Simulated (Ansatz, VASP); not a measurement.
## Na: VASP beside Ansatz

```
Na
1.0
     0.00000    2.64301    2.64301
     2.64301    0.00000    2.64301
     2.64301    2.64301    0.00000
Na
1
Direct
  0.00000 0.00000 0.00000
```

Alike in both runs: functional PBE; k mesh 18 × 18 × 18; occupations gaussian, width 0.1 eV; no spin polarisation.

Ansatz relaxed the structure, and its values are those at the end. VASP's run is a single point on that final structure, the one shown.

|  | VASP | Ansatz |
| --- | --- | --- |
| version | VASP 6.6.1 | Ansatz 0.2.0 |
| potentials or method | VASP PAW PBE potentials, release 64 (Na_pv), cutoff 520 eV | scalar-relativistic, plane waves, PAW |
| valence electrons in the cell | 7 | 9 |

```tsv
	VASP	Ansatz	Ansatz less VASP
gap on the k mesh at the Fermi level (eV)	none	none	-
pressure (GPa)	-0.1	0.0	+0.08
```

A gap of «none» marks a metal or a gap that the smearing closes. With one functional, cell and mesh, what is left measures potentials, basis and numerics. VASP's potentials hold 7 valence electrons a cell and Ansatz's 9, so a difference there can come from the potentials and not from the codes.
